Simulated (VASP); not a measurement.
# AlGa3N4 (Pm) in VASP: notebook

The runs below take AlGa3N4 through single point, with r2SCAN.

All numbers are computed with VASP 6.6.1; they aren't measurements. Logs are shortened: lines on timing, memory, paths and dates and some standing lists are left out, and cuts for length are marked.

## Step 1: The cell of the first run

The structure is monoclinic, space group Pm (No. 6). Conventional cell: a = 4.985 Å, b = 3.069 Å, c = 5.477 Å, α = 90.00°, β = 90.04°, γ = 90.00°. Within 2.4 Å of Al (site symmetry m) lie 4 N at 1.84 to 1.89 Å. Within 2.5 Å of Ga (site symmetry m) lie 4 N at 1.89 to 1.94 Å. Within 2.5 Å of Ga (site symmetry m) lie 4 N at 1.90 to 1.93 Å. Within 2.5 Å of Ga (site symmetry m) lie 4 N at 1.89 to 1.95 Å. N (site symmetry m) has 1 Al at 1.89 Å and 3 Ga at 1.89 to 1.90 Å within 2.5 Å. N (site symmetry m) has 2 Al at 1.86 Å and 2 Ga at 1.90 to 1.95 Å within 2.5 Å. N (site symmetry m) has 4 Ga at 1.89 to 1.93 Å within 2.5 Å. Within 2.4 Å of N (site symmetry m) lie 1 Al at 1.84 Å and 3 Ga at 1.90 to 1.94 Å.

## Step 2: Single point, r2SCAN (strain -0.030 along x and y, +0.000 along z)

Contents of POSCAR:

```
AlGa3N4
1.0
    4.9847525958      0.0000000000      0.0000171885
    0.0000000000      3.0685118771      0.0000000000
   -0.0035835472      0.0000000000      5.4769945779
Al Ga N
1 3 4
Direct
    0.0005828853      0.5000000000      0.6672982354
    0.4991712869      0.5000000000      0.3350606988
    0.4992511917      0.0000000000      0.8314570704
    0.9998609984      0.0000000000      0.1661913851
    0.1194130440      0.5000000000      0.3406010344
    0.1173310426      0.0000000000      0.8259310373
    0.6202395499      0.0000000000      0.1661937141
    0.6317500112      0.5000000000      0.6672678245
```

Contents of INCAR.step1:

```
SYSTEM = AlGa3N4
  ALGO = Normal
  EDIFF = 1E-4
  ENCUT = 520
  GGA = PE
  ISMEAR = 0
  LASPH = .TRUE.
  LCHARG = .FALSE.
  LREAL = .FALSE.
  LWAVE = .TRUE.
  NBANDS = 41
  NELM = 80
  PREC = Accurate
  SIGMA = 0.05
```

Contents of INCAR.step2:

```
SYSTEM = AlGa3N4
  ALGO = Normal
  EDIFF = 1E-6
  ENCUT = 520
  ISIF = 2
  ISMEAR = 0
  ISTART = 1
  LASPH = .TRUE.
  LCHARG = .FALSE.
  LMIXTAU = .TRUE.
  LREAL = .FALSE.
  LWAVE = .FALSE.
  METAGGA = R2SCAN
  NBANDS = 41
  NELM = 80
  PREC = Accurate
  SIGMA = 0.05
```

Contents of KPOINTS:

```
k-points
0
G
  6 8 4
  0 0 0
```

Potentials or basis: VASP PAW PBE potentials, release 64 (Al, Ga_d, N).

Launch:

```console
$ cat potpaw_PBE.64/Al/POTCAR potpaw_PBE.64/Ga_d/POTCAR potpaw_PBE.64/N/POTCAR > POTCAR
$ cp INCAR.step1 INCAR
$ mpirun -np 1 vasp_std > vasp.out
$ cp INCAR.step2 INCAR
$ mpirun -np 1 vasp_std > vasp.out
```

OUTCAR:

```text
SYSTEM = AlGa3N4
   EDIFF = 1E-6
   ENCUT = 520
   ISIF = 2
   ISMEAR = 0
   ISTART = 1
   LASPH = .TRUE.
   LREAL = .FALSE.
   METAGGA = R2SCAN
   NELM = 80
   PREC = Accurate

 ion  position               nearest neighbor table
   1  0.001  0.500  0.667-   8 1.84   6 1.86   6 1.86   5 1.89   3 3.06   3 3.06   3 3.07   3 3.07
                             2 3.08   2 3.09   4 3.13   4 3.13
   2  0.499  0.500  0.335-   7 1.89   7 1.89   5 1.89   8 1.94   1 3.08   1 3.09
   3  0.499  0.000  0.831-   8 1.90   8 1.90   6 1.90   7 1.93   1 3.06   1 3.06   1 3.07   1 3.07

   4  1.000  0.000  0.166-   7 1.89   5 1.90   5 1.90   6 1.95   1 3.13   1 3.13
   5  0.119  0.500  0.341-   1 1.89   2 1.89   4 1.90   4 1.90
   6  0.117  0.000  0.826-   1 1.86   1 1.86   3 1.90   4 1.95
   7  0.620  0.000  0.166-   2 1.89   2 1.89   4 1.89   3 1.93
   8  0.632  0.500  0.667-   1 1.84   3 1.90   3 1.90   2 1.94

  LATTYP: Found a simple monoclinic cell.
 ALAT       =     4.9847525958
 B/A-ratio  =     0.6155795735
 C/A-ratio  =     1.0987497664
 COS(beta)  =    -0.0006508425

  Lattice vectors:

 A1 = (   4.9847525958,   0.0000000000,   0.0000171885)
 A2 = (   0.0000000000,   3.0685118771,   0.0000000000)
 A3 = (  -0.0035835472,   0.0000000000,   5.4769945779)

Analysis of symmetry for initial positions (statically):
=====================================================================
 Subroutine PRICEL returns:
 Original cell was already a primitive cell.

 Routine SETGRP: Setting up the symmetry group for a
 simple monoclinic supercell.

 Subroutine GETGRP returns: Found  2 space group operations
 (whereof  2 operations were pure point group operations)
 out of a pool of  4 trial point group operations.

The static configuration has the point symmetry C_1h.

Analysis of symmetry for dynamics (positions and initial velocities):
=====================================================================
 Subroutine PRICEL returns:
 Original cell was already a primitive cell.

 Routine SETGRP: Setting up the symmetry group for a
 simple monoclinic supercell.

 Subroutine GETGRP returns: Found  2 space group operations
 (whereof  2 operations were pure point group operations)
 out of a pool of  4 trial point group operations.

The dynamic configuration has the point symmetry C_1h.

 Subroutine INISYM returns: Found  2 space group operations
 (whereof  2 operations are pure point group operations),
 and found     1 'primitive' translations

----------------------------------------------------------------------------------------

[... 107 lines left out ...]
   NSW    =      0    number of steps for IOM
   IBRION =     -1    ionic relax: 0-MD 1-quasi-New 2-CG
   NFREE  =      0    steps in history (QN), initial steepest desc. (CG)
   ISIF   =      2    stress and relaxation
   ISYM   =      2    0-nonsym 1-usesym 2-fastsym
   POTIM  = 0.5000    time-step for ionic-motion
   TEBEG  =    0.0;   TEEND  =   0.0 temperature during run
   PSTRESS=    0.0 pullay stress
   NELECT =      62.0000    total number of electrons
   NUPDOWN=      -1.0000    fix difference up-down
   EMIN   =  10.00;   EMAX   =-10.00  energy-range for DOS
   EFERMI =   0.00;   METHOD = LEGACY
   ISMEAR =     0;   SIGMA  =   0.05  broadening in eV -4-tet -1-fermi 0-gaus
   EFERMI_NEDOS =   21; number of points for ismear=-14 and -15
   IALGO  =     38    algorithm
   IMIX   =      4    mixing-type and parameters
     AMIX     =   0.40;   BMIX     =  1.00
     AMIX_MAG =   1.60;   BMIX_MAG =  1.00
  volume/ion in A,a.u.               =      10.47        70.67
  Fermi-wavevector in a.u.,A,eV,Ry     =   1.480815  2.798335 29.835035  2.192813
  Thomas-Fermi vector in A             =   2.594802
   LORBIT       =      0    0 simple, 1 ext, 2 COOP (PROOUT), +10 PAW based schemes
   METAGGA = R2SCAN    functional components
   LHFCALC =     F    Hartree Fock is set to
   AEXX    =    0.0000 exact exchange contribution
   IVDW    =     0    specifies the selected vdW correction
   LEPSILON=     F    determine dielectric tensor
   LRPA    =     F    only Hartree local field effects (RPA)
 non-spin polarized calculation
 Gauss-broadening in eV      SIGMA  =   0.05
  energy-cutoff  :      520.00
  volume of cell :       83.77
 maximum number of plane-waves:      2282
 NGX is ok and might be reduce to    40
   NGX = 19   NGY = 11   NGZ = 21

 number of electron      61.9999997 magnetization

 Free energy of the ion-electron system (eV)
  ---------------------------------------------------
  ext. energy  EPLUGINS =         0.00000000
  ---------------------------------------------------
  free energy    TOTEN  =       -84.61508951 eV

  energy without entropy =      -84.61508951  energy(sigma->0) =      -84.61508951

 E-fermi :   6.2937     XC(G=0): -12.7167

 val. band max:        6.0391016357   @ k =   0.0000   0.0000   0.0000
 cond. band min:       9.3145086654   @ k =   0.0000   0.0000   0.0000
 fundamental gap:      3.2754070297
 Fermi energy:         6.2937499520

 k-point     1 :       0.0000    0.0000    0.0000
  band No.  band energies     occupation
      1     -11.1754      2.00000
      2      -9.9853      2.00000
      3      -9.8013      2.00000
      4      -9.4082      2.00000
      5      -7.7194      2.00000
      6      -7.6988      2.00000
[... 1045 lines left out ...]
     40      17.1899      0.00000
     41      17.4528      0.00000

 [... further k-points ...]
[... 5 lines left out ...]
  --------------------------------------------------------------------------------------
  -------------------------------------------------------------------------------------
  Total       10.3333348      9.6391909      3.5691172      0.0000000      0.0000000     -0.0344327
  in kB      197.6229401    184.3475782     68.2586456      0.0000000      0.0000000     -0.6585186
  external PRESSURE =     150.0763879 kB  Pullay stress =       0.0000000 kB

 VOLUME and BASIS-vectors are now :
 -----------------------------------------------------------------------------
  energy-cutoff  :      520.00
  volume of cell :       83.77
      direct lattice vectors                 reciprocal lattice vectors
     4.984752596  0.000000000  0.000017188     0.200611761  0.000000000  0.000131258
     0.000000000  3.068511877  0.000000000     0.000000000  0.325890868  0.000000000
    -0.003583547  0.000000000  5.476994578    -0.000000630  0.000000000  0.182581886

 POSITION                                       TOTAL-FORCE (eV/Angst)
 -----------------------------------------------------------------------------------
      0.00051      1.53426      3.65479         0.246129      0.000000     -0.289020
      2.48704      1.53426      1.83513         0.223316      0.000000      0.360219
      2.48566      0.00000      4.55389         0.184091      0.000000      0.318577
      4.98346      0.00000      0.91025         0.240613      0.000000     -0.346963
      0.59402      1.53426      1.86547        -0.281470      0.000000      0.466122
      0.58191      0.00000      4.52362        -0.255715      0.000000      0.264811
      3.09115      0.00000      0.91025        -0.224532      0.000000     -0.411430
      3.14673      1.53426      3.65463        -0.132432      0.000000     -0.362316
 -----------------------------------------------------------------------------------
    total drift:                                0.040610      0.000000      0.003999

  FREE ENERGIE OF THE ION-ELECTRON SYSTEM (eV)
  ---------------------------------------------------
  free  energy   TOTEN  =       -84.6150895052 eV

  energy  without entropy=      -84.6150895052  energy(sigma->0) =      -84.61508951
```

OSZICAR.step1:

```text
N       E                     dE             d eps       ncg     rms          rms(c)
DAV:   1     0.645248226105E+03    0.64525E+03   -0.28003E+04  6487   0.265E+03
DAV:   2     0.579725813897E+02   -0.58728E+03   -0.54637E+03  6076   0.655E+02
DAV:   3    -0.521637593207E+02   -0.11014E+03   -0.10715E+03  6594   0.199E+02
DAV:   4    -0.597075252157E+02   -0.75438E+01   -0.74814E+01  7724   0.556E+01
DAV:   5    -0.598983579796E+02   -0.19083E+00   -0.19057E+00  7072   0.889E+00    0.165E+01
DAV:   6    -0.505204127492E+02    0.93779E+01   -0.25165E+01 10548   0.622E+01    0.462E+00
DAV:   7    -0.508626776065E+02   -0.34226E+00   -0.51451E+00  6790   0.127E+01    0.414E+00
DAV:   8    -0.508479291876E+02    0.14748E-01   -0.52056E-01  8179   0.103E+01    0.111E+00
DAV:   9    -0.508163958875E+02    0.31533E-01   -0.13582E-01  9518   0.659E+00    0.432E-01
DAV:  10    -0.508172580598E+02   -0.86217E-03   -0.22228E-02  6874   0.125E+00    0.142E-01
DAV:  11    -0.508175618912E+02   -0.30383E-03   -0.22754E-03  8688   0.965E-01    0.395E-02
DAV:  12    -0.508176396014E+02   -0.77710E-04   -0.39518E-04  6598   0.402E-01
   1 F= -.50817640E+02 E0= -.50817640E+02  d E =-.102736E-10
```

Wall time 8.3 min (1 thread of AMD EPYC 9R45 (Zen 5), shared host); peak memory 0.3 GiB.

Results:

- Free energy: -84.6151 eV
- Pressure: 15.0 GPa
- Largest force: 0.545 eV/Å
- Band gap on the k mesh: 3.28 eV

Forces in eV/Å, atoms in the order of the input:
```
Al   0.246  0.000 -0.289
Ga   0.223  0.000  0.360
Ga   0.184  0.000  0.319
Ga   0.241  0.000 -0.347
N   -0.281  0.000  0.466
N   -0.256  0.000  0.265
N   -0.225  0.000 -0.411
N   -0.132  0.000 -0.362
```

Caveat: the cell differs from its parent crystal (strain -0.030 along x and y, +0.000 along z); the cell stands under pressure; the PAW data sets were made with another functional, which shifts forces and pressure a little.

## Step 3: Single point, r2SCAN (strain -0.015 along x and y, -0.030 along z)

POSCAR, as its differences from that of step 2:

```diff
@@ -2,5 +2,5 @@
 1.0
-    4.9847525958      0.0000000000      0.0000171885
-    0.0000000000      3.0685118771      0.0000000000
-   -0.0035835472      0.0000000000      5.4769945779
+    5.0618363989      0.0000000000      0.0000166728
+    0.0000000000      3.1159630917      0.0000000000
+   -0.0036389629      0.0000000000      5.3126847406
 Al Ga N
```

Contents of INCAR.step1:

```
SYSTEM = AlGa3N4
  PREC = Accurate
  ENCUT = 520
  ISMEAR = 0
  SIGMA = 0.05
  LREAL = .FALSE.
  LASPH = .TRUE.
  NELM = 60
  NBANDS = 41
  GGA = PE
  ALGO = Normal
  EDIFF = 1E-4
  LWAVE = .TRUE.
  LCHARG = .FALSE.
```

Contents of INCAR.step2:

```
SYSTEM = AlGa3N4
  PREC = Accurate
  ENCUT = 520
  EDIFF = 1E-6
  ISMEAR = 0
  SIGMA = 0.05
  LREAL = .FALSE.
  LASPH = .TRUE.
  NELM = 60
  ALGO = Normal
  ISIF = 2
  LWAVE = .FALSE.
  LCHARG = .FALSE.
  METAGGA = R2SCAN
  LMIXTAU = .TRUE.
  NBANDS = 41
  ISTART = 1
```

Contents of KPOINTS:

```
regular mesh
0
G
  6 8 4
  0 0 0
```

Potentials or basis: VASP PAW PBE potentials, release 64 (Al, Ga_d, N).

Launch:

```console
$ cat potpaw_PBE.64/Al/POTCAR potpaw_PBE.64/Ga_d/POTCAR potpaw_PBE.64/N/POTCAR > POTCAR
$ cp INCAR.step1 INCAR
$ mpirun -np 1 vasp_std > vasp.out
$ cp INCAR.step2 INCAR
$ mpirun -np 1 vasp_std > vasp.out
```

Run time: 7.3 min. Hardware: 1 thread of AMD EPYC 9R45 (Zen 5), shared host; peak memory 0.3 GiB.

The run converged. Its results:

```yaml
Free_energy: -84.6643 eV
Pressure: 14.8 GPa
Largest_force: 0.334 eV/Å
Band_gap_on_the_k_mesh: 3.30 eV
```

Forces on the atoms (eV/Å):
```
Al  -0.104  0.000  0.200
Ga  -0.144  0.000 -0.149
Ga  -0.149  0.000 -0.218
Ga  -0.100  0.000  0.135
N    0.092  0.000 -0.123
N    0.038  0.000 -0.280
N    0.116  0.000  0.217
N    0.252  0.000  0.219
```

Stress tensor (GPa, compression positive):
```
12.10  0.00  0.04
 0.00 13.10  0.00
 0.04  0.00 19.16
```

Levels at points of the mesh, in eV from the valence-band top:
| k point | band 27 | band 28 | band 29 | band 30 | band 31 | band 32 | band 33 | band 34 | band 35 | band 36 |
| --- | --- | --- | --- | --- | --- | --- | --- | --- | --- | --- |
| (0.00, 0.00, 0.00) | -1.09 | -0.98 | -0.14 | -0.04 | 0.00 | 3.30 | 5.68 | 6.00 | 6.45 | 7.43 |
| (0.50, 0.00, 0.00) | -1.83 | -0.79 | -0.78 | -0.39 | -0.32 | 5.17 | 5.30 | 5.60 | 6.03 | 8.76 |
| (0.00, 0.50, 0.00) | -3.69 | -2.30 | -2.28 | -2.00 | -1.93 | 6.19 | 6.24 | 8.05 | 8.16 | 9.02 |
| (0.50, 0.50, 0.00) | -3.51 | -1.93 | -1.64 | -1.61 | -1.59 | 6.60 | 6.75 | 6.87 | 7.16 | 8.92 |
| (0.00, 0.00, 0.50) | -2.04 | -0.89 | -0.76 | -0.62 | -0.43 | 5.48 | 5.64 | 7.13 | 7.47 | 8.39 |
| (0.50, 0.00, 0.50) | -2.03 | -1.84 | -1.34 | -1.30 | -1.25 | 6.15 | 6.24 | 6.37 | 6.72 | 8.65 |
| (0.00, 0.50, 0.50) | -2.78 | -2.38 | -2.33 | -1.07 | -0.92 | 5.86 | 6.04 | 6.44 | 6.60 | 6.91 |
| (0.50, 0.50, 0.50) | -1.99 | -1.88 | -1.88 | -1.82 | -1.82 | 5.18 | 5.22 | 5.31 | 5.69 | 8.27 |

Caveat: the cell differs from its parent crystal (strain -0.015 along x and y, -0.030 along z); the cell stands under pressure; the PAW data sets were made with another functional, which shifts forces and pressure a little.
